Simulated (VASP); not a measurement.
# Ir (P6_3/mmc) in VASP: a series of runs

The runs below take Ir through single point, with revPBE.

All numbers are computed with VASP 6.6.1; they aren't measurements. Logs are shortened: lines on timing, memory, paths and dates and some standing lists are left out, and cuts for length are marked.

## (1) The cell of the first run

It takes space group P6_3/mmc (No. 194, hexagonal). The conventional cell has a = 2.793 Å, b = 2.793 Å, c = 4.529 Å, α = 90.00°, β = 90.00°, γ = 120.00°. Within 3.7 Å of Ir (site symmetry -6m2) lie 12 Ir at 2.78 to 2.79 Å.

## (2) Single point, revPBE (volume scaled by 1.04)

File INCAR:

```
  PREC = Accurate
  ENCUT = 520
  EDIFF = 1E-6
  ISMEAR = -1
  SIGMA = 0.1
  LREAL = False
  LASPH = True
  NELM = 100
  ALGO = Normal
  ISIF = 2
  LWAVE = False
  LCHARG = False
  GGA = RE
  NBANDS = 16
```

File KPOINTS:

```
regular mesh
0
Gamma
  15 15 8
```

File POSCAR:

```
Ir
1.0
    2.7928803728      0.0000000000      0.0000000000
   -1.3964401864      2.4187053525      0.0000000000
    0.0000000000      0.0000000000      4.5291246724
Ir
2
Direct
    0.3333333333      0.6666666667      0.2500000000
    0.6666666667      0.3333333333      0.7500000000
```

Potentials or basis: VASP PAW PBE potentials, release 64 (Ir).

Run with:

```sh
cat potpaw_PBE.64/Ir/POTCAR > POTCAR
mpirun -np 1 vasp_std > vasp.out
```

OUTCAR:

```text
PREC = Accurate
   ENCUT = 520
   EDIFF = 1E-6
   ISMEAR = -1
   LREAL = False
   LASPH = True
   NELM = 100
   ISIF = 2
   GGA = RE

 ion  position               nearest neighbor table
   1  0.333  0.667  0.250-   2 2.78   2 2.78   2 2.78   2 2.78   2 2.78   2 2.78
   2  0.667  0.333  0.750-   1 2.78   1 2.78   1 2.78   1 2.78   1 2.78   1 2.78

  LATTYP: Found a hexagonal cell.
 ALAT       =     2.7928803728
 C/A-ratio  =     1.6216679799

  Lattice vectors:

 A1 = (   2.7928803728,   0.0000000000,   0.0000000000)
 A2 = (  -1.3964401864,   2.4187053525,   0.0000000000)
 A3 = (   0.0000000000,   0.0000000000,   4.5291246724)

Analysis of symmetry for initial positions (statically):
=====================================================================
 Subroutine PRICEL returns:
 Original cell was already a primitive cell.

 Routine SETGRP: Setting up the symmetry group for a
 hexagonal supercell.

 Subroutine GETGRP returns: Found 24 space group operations
 (whereof 12 operations were pure point group operations)
 out of a pool of 24 trial point group operations.

The static configuration has the point symmetry D_3d.
 The point group associated with its full space group is D_6h.

Analysis of symmetry for dynamics (positions and initial velocities):
=====================================================================
 Subroutine PRICEL returns:
 Original cell was already a primitive cell.

 Routine SETGRP: Setting up the symmetry group for a
 hexagonal supercell.

 Subroutine GETGRP returns: Found 24 space group operations
 (whereof 12 operations were pure point group operations)
 out of a pool of 24 trial point group operations.

The dynamic configuration has the point symmetry D_3d.
 The point group associated with its full space group is D_6h.

 Subroutine INISYM returns: Found 24 space group operations
 (whereof 12 operations are pure point group operations),
 and found     1 'primitive' translations

----------------------------------------------------------------------------------------

                                     Primitive cell

  volume of cell :      30.5949

  direct lattice vectors                    reciprocal lattice vectors
     2.792880373  0.000000000  0.000000000     0.358053288  0.206722162  0.000000000
[... 77 lines left out ...]
   PREC   = accura    normal or accurate (medium, high low for compatibility)
   ISTART =      0    job   : 0-new  1-cont  2-samecut
   ICHARG =      2    charge: 1-file 2-atom 10-const
   ISPIN  =      1    spin polarized calculation?
   LNONCOLLINEAR =      F non collinear calculations
   LSORBIT =      F    spin-orbit coupling
   LASPH  =      T    aspherical Exc in radial PAW
   ENCUT  =  520.0 eV  38.22 Ry    6.18 a.u.   5.19  5.19  8.42*2*pi/ulx,y,z
   NELM   =    100;   NELMIN=  2; NELMDL= -5     # of ELM steps
   EDIFF  = 0.1E-05   stopping-criterion for ELM
   LREAL  =      F    real-space projection
   EDIFFG = 0.1E-04   stopping-criterion for IOM
   NSW    =      0    number of steps for IOM
   IBRION =     -1    ionic relax: 0-MD 1-quasi-New 2-CG
   NFREE  =      0    steps in history (QN), initial steepest desc. (CG)
   ISIF   =      2    stress and relaxation
   ISYM   =      2    0-nonsym 1-usesym 2-fastsym
   POTIM  = 0.5000    time-step for ionic-motion
   TEBEG  =    0.0;   TEEND  =   0.0 temperature during run
   PSTRESS=    0.0 pullay stress
   NELECT =      18.0000    total number of electrons
   NUPDOWN=      -1.0000    fix difference up-down
   EMIN   =  10.00;   EMAX   =-10.00  energy-range for DOS
   EFERMI =   0.00;   METHOD = LEGACY
   ISMEAR =    -1;   SIGMA  =   0.10  broadening in eV -4-tet -1-fermi 0-gaus
   EFERMI_NEDOS =   21; number of points for ismear=-14 and -15
   IALGO  =     38    algorithm
   IMIX   =      4    mixing-type and parameters
     AMIX     =   0.40;   BMIX     =  1.00
     AMIX_MAG =   1.60;   BMIX_MAG =  1.00
  volume/ion in A,a.u.               =      15.30       103.23
  Fermi-wavevector in a.u.,A,eV,Ry     =   1.371774  2.592276 25.602941  1.881763
  Thomas-Fermi vector in A             =   2.497440
   LORBIT       =      0    0 simple, 1 ext, 2 COOP (PROOUT), +10 PAW based schemes
   GGA     = RE    functional components
   LHFCALC =     F    Hartree Fock is set to
   AEXX    =    0.0000 exact exchange contribution
   IVDW    =     0    specifies the selected vdW correction
   LEPSILON=     F    determine dielectric tensor
   LRPA    =     F    only Hartree local field effects (RPA)
 non-spin polarized calculation
  energy-cutoff  :      520.00
  volume of cell :       30.59
 maximum number of plane-waves:       841
 NGX is ok and might be reduce to    24
   NGX = 11   NGY = 11   NGZ = 17

 number of electron      18.0000002 magnetization

 Free energy of the ion-electron system (eV)
  ---------------------------------------------------
  ext. energy  EPLUGINS =         0.00000000
  ---------------------------------------------------
  free energy    TOTEN  =       -16.49252238 eV

  energy without entropy =      -16.40534764  energy(sigma->0) =      -16.44893501

 E-fermi :   9.2562     XC(G=0): -13.4939

 val. band max:        9.2509286391   @ k =   0.2000   0.2000   0.1250
 cond. band min:       9.2595986419   @ k =   0.1333   0.0667   0.5000
 fundamental gap:      0.0086700027
 Fermi energy:         9.2562303128

 k-point     1 :       0.0000    0.0000    0.0000
  band No.  band energies     occupation
      1      -1.1246      2.00000
      2       1.8845      2.00000
      3       5.7602      2.00000
      4       5.8572      2.00000
      5       5.8572      2.00000
      6       6.4343      2.00000
[... 433 lines left out ...]
      3       3.4283      2.00000
      4       5.2217      2.00000
      5       5.3831      2.00000
      6       5.8466      2.00000
[... 8 lines left out ...]
     15      20.6870      0.00000
     16      21.5477      0.00000

 [... further k-points ...]
[... 5 lines left out ...]
  --------------------------------------------------------------------------------------
  -------------------------------------------------------------------------------------
  Total       -2.1775612     -2.1775612     -2.2522641      0.0000000      0.0000000      0.0000000
  in kB     -114.0332167   -114.0332167   -117.9452122      0.0000000      0.0000000      0.0000000
  external PRESSURE =    -115.3372152 kB  Pullay stress =       0.0000000 kB

 VOLUME and BASIS-vectors are now :
 -----------------------------------------------------------------------------
  energy-cutoff  :      520.00
  volume of cell :       30.59
      direct lattice vectors                 reciprocal lattice vectors
     2.792880373  0.000000000  0.000000000     0.358053288  0.206722162  0.000000000
    -1.396440186  2.418705352  0.000000000     0.000000000  0.413444324  0.000000000
     0.000000000  0.000000000  4.529124672     0.000000000  0.000000000  0.220793216

 POSITION                                       TOTAL-FORCE (eV/Angst)
 -----------------------------------------------------------------------------------
     -0.00000      1.61247      1.13228        -0.000000      0.000000      0.000000
      1.39644      0.80624      3.39684         0.000000      0.000000      0.000000
 -----------------------------------------------------------------------------------
    total drift:                               -0.000000      0.000000     -0.000000

  FREE ENERGIE OF THE ION-ELECTRON SYSTEM (eV)
  ---------------------------------------------------
  free  energy   TOTEN  =       -16.4925223844 eV

  energy  without entropy=      -16.4053476371  energy(sigma->0) =      -16.44893501
```

It took 33 s on 1 thread of Intel Xeon Platinum 8488C (Sapphire Rapids), shared host; peak memory 0.19 GiB.

Results:

- Free energy: -16.4925 eV
- Pressure: -11.5 GPa
- Band gap on the k mesh: zero (band 9 reaches 10.09 eV, above the bottom of band 10 at 7.23 eV)

Levels at points of the mesh, in eV from the Fermi level:
| k point | band 7 | band 8 | band 9 | band 10 | band 11 | band 12 |
| --- | --- | --- | --- | --- | --- | --- |
| (0.00, 0.00, 0.00) | -2.82 | -2.11 | -2.11 | -0.59 | 0.24 | 0.24 |
| (0.00, 0.00, 0.50) | -3.51 | -3.51 | -0.43 | -0.43 | -0.43 | -0.43 |

Caveat: the PAW data sets were made with another functional, which shifts forces and pressure a little; spin-orbit coupling is left out, which moves the levels of the heavy elements.

## (3) Single point, revPBE (volume scaled by 1.08)

File INCAR:

```
SYSTEM = Ir
PREC     = Accurate       ! precision mode
ENCUT    = 520            ! plane-wave cutoff, eV
EDIFF    = 1E-7           ! SCF threshold, eV
ISMEAR   = -1             ! smearing method
SIGMA    = 0.1            ! smearing width, eV
LREAL    = .FALSE.        ! projectors in reciprocal space
LASPH    = .TRUE.         ! aspherical terms in the spheres
NELM     = 100            ! most SCF steps
ALGO     = Normal         ! electronic algorithm
ISIF     = 2              ! what is computed and relaxed
LWAVE    = .FALSE.        ! write WAVECAR
LCHARG   = .FALSE.        ! write CHGCAR
GGA      = RE             ! functional
NBANDS   = 16             ! bands
```

File KPOINTS:

```
Automatic mesh
0
G
  15 15 8
  0 0 0
```

File POSCAR:

```
Ir
1.0
    2.8282370423      0.0000000000      0.0000000000
   -1.4141185211      2.4493251265      0.0000000000
    0.0000000000      0.0000000000      4.5864614513
Ir
2
Direct
    0.3333333333      0.6666666667      0.2500000000
    0.6666666667      0.3333333333      0.7500000000
```

Potentials or basis: VASP PAW PBE potentials, release 64 (Ir).

Run with:

```sh
cat potpaw_PBE.64/Ir/POTCAR > POTCAR
mpirun -np 1 vasp_std > vasp.out
```

It took 40 s on 1 thread of Intel Xeon Platinum 8488C (Sapphire Rapids), shared host; peak memory 0.19 GiB.

It converged, with:

| Quantity | Value |
| --- | --- |
| Free energy | -16.3734 eV |
| Pressure | -20.7 GPa |
| Band gap on the k mesh | zero (band 9 reaches 9.43 eV, above the bottom of band 10 at 6.76 eV) |

Stress tensor (GPa, compression positive):
```
-20.48   0.00   0.00
  0.00 -20.48   0.00
  0.00   0.00 -21.08
```

Levels at points of the mesh, in eV from the Fermi level:
```csv
k point,band 6,band 7,band 8,band 9,band 10,band 11,band 12,band 13
"(0.00, 0.00, 0.00)",-2.65,-2.65,-1.99,-1.99,-0.48,0.23,0.23,6.09
"(0.00, 0.00, 0.50)",-3.30,-3.30,-3.30,-0.41,-0.41,-0.41,-0.41,13.27
```

Caveat: the PAW data sets were made with another functional, which shifts forces and pressure a little; spin-orbit coupling is left out, which moves the levels of the heavy elements.

(Continued in part 2 of 2.)
